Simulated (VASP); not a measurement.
Be (a cell with a defect): single point with PBE

Be (a cell with a defect):

```
Be
1.0
    -2.29000   -3.96640    0.00000
     3.43500   -1.98320    0.00000
     0.00000    0.00000    7.17686
Be
17
Direct
  0.75105 0.48665 0.00334
  0.45207 0.19630 0.21703
  0.78999 0.56309 0.48864
  0.52898 0.31633 0.72780
  0.52984 0.96818 0.97394
  0.15258 0.89878 0.33593
  0.49792 0.96236 0.48735
  0.24832 0.83097 0.73404
  0.27442 0.47486 0.97542
  0.01667 0.38276 0.24311
  0.26974 0.45435 0.48139
  0.00871 0.34400 0.75661
  0.05623 0.99735 0.01624
  0.79127 0.89114 0.23893
  0.93205 0.07672 0.52881
  0.75991 0.82736 0.74958
  0.43828 0.67587 0.21195
```

* Program: VASP 6.6.1
* Task: single point
* Functional: PBE
* Potentials or basis: VASP PAW PBE potentials, release 64 (Be)
* Cutoff: 520 eV
* k mesh: 5 × 5 × 3
* Occupations: gaussian, width 0.15 eV
* Spin: no spin polarisation
* Dipole correction: no
* Further INCAR settings: LREAL = Auto; ALGO = Normal; EDIFF = 1e-06; NBANDS = 31

```yaml
Pressure: 11.5 GPa
Largest_force: 0.265 eV/Å
Band_gap_on_the_k_mesh: zero (band 17 reaches 7.62 eV, above the bottom of band 18 at 6.65 eV)
```

Forces in eV/Å, atoms in the order of the input:
```
Be  -0.026 -0.013  0.008
Be   0.092  0.129 -0.068
Be   0.045 -0.163  0.005
Be  -0.049 -0.068 -0.067
Be  -0.014 -0.055 -0.051
Be   0.026  0.077  0.253
Be  -0.029 -0.032 -0.010
Be  -0.009  0.019 -0.077
Be  -0.098 -0.021 -0.101
Be   0.025 -0.016 -0.012
Be  -0.155  0.005 -0.036
Be  -0.017 -0.005  0.043
Be  -0.139 -0.057  0.104
Be   0.063  0.057  0.016
Be   0.162  0.073  0.101
Be  -0.024 -0.022  0.033
Be   0.146  0.094 -0.140
```

Stress tensor (GPa, compression positive):
```
15.23  5.35 10.16
 5.35 13.29  1.81
10.16  1.81  6.03
```

Levels at points of the mesh, in eV from the Fermi level:
```tsv
k point	band 15	band 16	band 17	band 18	band 19	band 20
(0.00, 0.00, 0.00)	-1.95	-0.53	0.12	0.58	0.79	1.00
```

Wall time 3.5 min on 1 thread of Intel(R) Xeon(R) Platinum 8488C (Sapphire Rapids), on a shared host, peak memory 0.27 GiB.
